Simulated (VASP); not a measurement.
**Sr4SbO3: relaxation of cell and atoms with PBE**

The system is Sr4SbO3.

```
Sr Sb O
1.0
     5.25018    0.00000    0.00000
     0.00000    5.25018    0.00000
     0.00000    0.00000    5.25018
Sr Sb O
4 1 3
Direct
  0.50000 0.00000 0.00000
  0.50000 0.50000 0.50000
  0.00000 0.00000 0.50000
  0.00000 0.50000 0.00000
  0.00000 0.00000 0.00000
  0.00000 0.50000 0.50000
  0.50000 0.00000 0.50000
  0.50000 0.50000 0.00000
```

```json
{
  "Program": "VASP 6.6.1",
  "Task": "relaxation of cell and atoms",
  "Functional": "PBE",
  "Potentials or basis": "VASP PAW PBE potentials, release 64 (Sr_sv, Sb, O)",
  "Cutoff": "600 eV",
  "k mesh": "4 × 4 × 4",
  "Occupations": "gaussian, width 0.1 eV",
  "Spin": "no spin polarisation",
  "Dipole correction": "no",
  "Further INCAR settings": "ALGO = Normal; EDIFF = 1e-06; IBRION = 2; EDIFFG = -0.04; NSW = 90; ISIF = 3"
}
```

```yaml
Relaxed_volume: 24.11 Å³/atom
Relaxed_cell: a = 5.778 Å, b = 5.778 Å, c = 5.778 Å, α = 90.00°, β = 90.00°, γ = 90.00°
Space_group_after_relaxing_to_0.05_Å: Pm-3m (No. 221)
Energy_gained_by_relaxing: 375.2 meV/atom
Ionic_steps: 4
Pressure_after_relaxing: 0.0 GPa
```

Step by step:
```tsv
step	energy change (eV)	largest force (eV/Å)	pressure (GPa)	volume (Å³)
1	0.0000	0.0000	25.74	144.72
2	-2.6783	0.0000	-4.35	214.52
3	-3.0004	0.0000	0.33	191.47
4	-3.0016	0.0000	-0.05	192.89
```

Final structure:
```yaml
crystal:
  lattice:
    - [5.77794, 0.00000, 0.00000]
    - [0.00000, 5.77794, 0.00000]
    - [0.00000, 0.00000, 5.77794]
  atoms:
    - { symbol: Sr, position: [0.50000, 0.00000, 0.00000] }
    - { symbol: Sr, position: [0.50000, 0.50000, 0.50000] }
    - { symbol: Sr, position: [0.00000, 0.00000, 0.50000] }
    - { symbol: Sr, position: [0.00000, 0.50000, 0.00000] }
    - { symbol: Sb, position: [0.00000, 0.00000, 0.00000] }
    - { symbol: O, position: [0.00000, 0.50000, 0.50000] }
    - { symbol: O, position: [0.50000, 0.00000, 0.50000] }
    - { symbol: O, position: [0.50000, 0.50000, 0.00000] }
```

Levels at points of the mesh, in eV from the Fermi level:
| k point | band 28 | band 29 | band 30 | band 31 | band 32 | band 33 | band 34 | band 35 | band 36 | band 37 |
| --- | --- | --- | --- | --- | --- | --- | --- | --- | --- | --- |
| (0.00, 0.00, 0.00) | -0.42 | -0.42 | 0.65 | 0.65 | 0.65 | 2.17 | 2.17 | 2.17 | 2.33 | 4.67 |
| (0.50, 0.00, 0.00) | -0.88 | -0.49 | -0.49 | 0.18 | 0.18 | 2.61 | 3.70 | 3.77 | 3.92 | 3.92 |
| (0.50, 0.50, 0.00) | -0.82 | -0.80 | -0.80 | -0.76 | -0.39 | 4.02 | 4.02 | 4.29 | 4.65 | 5.10 |
| (0.50, 0.50, 0.50) | -0.95 | -0.95 | -0.87 | -0.87 | -0.87 | 4.64 | 4.96 | 4.96 | 4.96 | 5.29 |

Run time: 3.4 min on 1 thread of Intel(R) Xeon(R) Platinum 8488C (Sapphire Rapids), on a shared host, peak memory 0.3 GiB.

Caveat: the volume moved by over 15 % at a fixed basis, so the end points are rough; spin-orbit coupling is left out, which moves the levels of the heavy elements; an odd number of electrons without spin polarisation forces a metal; a magnetic or distorted state may lie lower.
